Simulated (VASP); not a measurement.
Write the native input for VASP 6.6.1 that does the following.

* Task: single point
* Functional: r2SCAN
* Potentials or basis: VASP PAW PBE potentials, release 64 (Zn, S)
* Cutoff: 520 eV
* k mesh: 6 × 6 × 4
* Occupations: gaussian, width 0.05 eV
* Spin: no spin polarisation
* Dipole correction: no
* Further INCAR settings: ALGO = Normal; EDIFF = 1e-06; NBANDS = 26

Crystal: ZnS.

```
CELL_PARAMETERS angstrom
3.80672 0.00000 0.00000
-1.90336 3.29672 0.00000
0.00000 0.00000 6.24574
ATOMIC_POSITIONS crystal
Zn 0.28192 0.64096 0.99569
Zn 0.66667 0.33333 0.50539
S 0.33333 0.66667 0.37961
S 0.66667 0.33333 0.87961
```

This cell differs from its parent crystal: atom 1 (Zn) moved +0.180 Å towards its neighbour atom 4 (S) at 2.334 Å.

One way to write it, as run:

POSCAR

```
ZnS
1.0
    3.8067217484      0.0000000000      0.0000000000
   -1.9033608742      3.2967177392      0.0000000000
    0.0000000000      0.0000000000      6.2457351519
Zn S
2 2
Direct
    0.2819191325      0.6409595662     -0.0043119481
    0.6666666667      0.3333333333      0.5053880718
    0.3333333333      0.6666666667      0.3796119282
    0.6666666667      0.3333333333      0.8796119282
```

INCAR.step1

```
SYSTEM = ZnS
PREC     = Accurate       ! precision mode
ENCUT    = 520            ! plane-wave cutoff, eV
ISMEAR   = 0              ! smearing method
SIGMA    = 0.05           ! smearing width, eV
LREAL    = .False.        ! projectors in reciprocal space
LASPH    = .True.         ! aspherical terms in the spheres
NELM     = 100            ! most SCF steps
NBANDS   = 26             ! bands
GGA      = PE             ! functional
ALGO     = Normal         ! electronic algorithm
EDIFF    = 1E-4           ! SCF threshold, eV
LWAVE    = .True.         ! write WAVECAR
LCHARG   = .False.        ! write CHGCAR
```

INCAR.step2

```
SYSTEM = ZnS
PREC     = Accurate       ! precision mode
ENCUT    = 520            ! plane-wave cutoff, eV
EDIFF    = 1E-6           ! SCF threshold, eV
ISMEAR   = 0              ! smearing method
SIGMA    = 0.05           ! smearing width, eV
LREAL    = .False.        ! projectors in reciprocal space
LASPH    = .True.         ! aspherical terms in the spheres
NELM     = 100            ! most SCF steps
ALGO     = Normal         ! electronic algorithm
ISIF     = 2              ! what is computed and relaxed
LWAVE    = .False.        ! write WAVECAR
LCHARG   = .False.        ! write CHGCAR
METAGGA  = R2SCAN         ! meta-GGA
LMIXTAU  = .True.       
NBANDS   = 26             ! bands
ISTART   = 1
```

KPOINTS

```
regular mesh
0
Gamma
  6 6 4
  0 0 0
```

Potentials or basis: VASP PAW PBE potentials, release 64 (Zn, S).

Launch:

```bash
$ cat potpaw_PBE.64/Zn/POTCAR potpaw_PBE.64/S/POTCAR > POTCAR
$ cp INCAR.step1 INCAR
$ mpirun -np 1 vasp_std > vasp.out
$ cp INCAR.step2 INCAR
$ mpirun -np 1 vasp_std > vasp.out
```

It gave:

- Pressure: 0.8 GPa
- Largest force: 1.664 eV/Å
- Band gap on the k mesh: 2.75 eV

Caveat: the cell differs from its parent crystal (atom 1 (Zn) moved +0.180 Å towards its neighbour atom 4 (S) at 2.334 Å); the PAW data sets were made with another functional, which shifts forces and pressure a little.

It took 3.9 min on 1 thread of AMD EPYC 7R13 Processor (Zen 3), with other jobs on the host, peak memory 0.22 GiB.
